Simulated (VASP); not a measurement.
MgSI, 3 atoms in the cell. The structure is tetragonal, space group P4/mmm (No. 123). Conventional cell: a = 3.450 Å, b = 3.450 Å, c = 9.804 Å, α = 90.00°, β = 90.00°, γ = 90.00°. Mg (site symmetry 4/mmm) has 4 S at 2.44 Å within 3.2 Å. S (site symmetry 4/mmm) has 4 Mg at 2.44 Å within 3.2 Å. I (site symmetry 4/mmm) has 4 I at 3.45 Å within 4.5 Å. 

- Program: VASP 6.6.1
- Task: single point
- Functional: PBE
- Potentials or basis: VASP PAW PBE potentials, release 64 (Mg, S, I)
- Cutoff: 520 eV
- k mesh: 14 × 14 × 6
- Occupations: gaussian, width 0.1 eV
- Spin: no spin polarisation
- Dipole correction: no
- Further INCAR settings: ALGO = Normal; EDIFF = 1e-06; NBANDS = 14

Potentials or basis: VASP PAW PBE potentials, release 64 (Mg, S, I).

Command:

```bash
$ cat potpaw_PBE.64/Mg/POTCAR potpaw_PBE.64/S/POTCAR potpaw_PBE.64/I/POTCAR > POTCAR
$ mpirun -np 1 vasp_std > vasp.out
```

Hardware: 1 thread of Intel(R) Xeon(R) 6975P-C (Granite Rapids), with other jobs on the host.

How long does it take, and how much memory?

Run time: 2.3 min on 1 thread of Intel(R) Xeon(R) 6975P-C (Granite Rapids), with other jobs on the host, peak memory 0.44 GiB. Counts: scf iterations 15, k points 144.
